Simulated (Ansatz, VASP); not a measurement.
**TaTl: VASP beside Ansatz**

```
Ta Tl
1.0
     0.00000    2.94573    2.94573
     2.94573    0.00000    2.94573
     2.94573    2.94573    0.00000
Ta Tl
1 1
Direct
  0.00000 0.00000 0.00000
  0.75000 0.75000 0.75000
```

Alike in both runs: task relaxation of cell and atoms; functional PBE; k mesh 6 × 6 × 6; occupations gaussian, width 0.1 eV; no spin polarisation.

|  | VASP | Ansatz |
| --- | --- | --- |
| version | VASP 6.6.1 | Ansatz 0.2.0 |
| potentials or method | VASP PAW PBE potentials, release 64 (Ta_pv, Tl_d), cutoff 600 eV | scalar-relativistic, plane waves, PAW |
| valence electrons in the cell | 24 | 26 |

Ansatz gave:

```
gap on the k mesh at the Fermi level, each at its own relaxed structure (eV) : none
relaxed volume (Å³/atom)                                                     : 31.33
relaxed cell length with the largest relative difference (Å)                 : 4.458
```

What did VASP give for the same quantities?

gap on the k mesh at the Fermi level, each at its own relaxed structure (eV): none; relaxed volume (Å³/atom): 31.34; relaxed cell length with the largest relative difference (Å): 4.459.

A gap of «none» marks a metal or a gap that the smearing closes. VASP's potentials hold 24 valence electrons a cell and Ansatz's 26, so a difference there can come from the potentials and not from the codes.

Spin-orbit coupling is off throughout. Noted on VASP's run: the volume moved by over 15 % at a fixed basis, so the end points are rough.
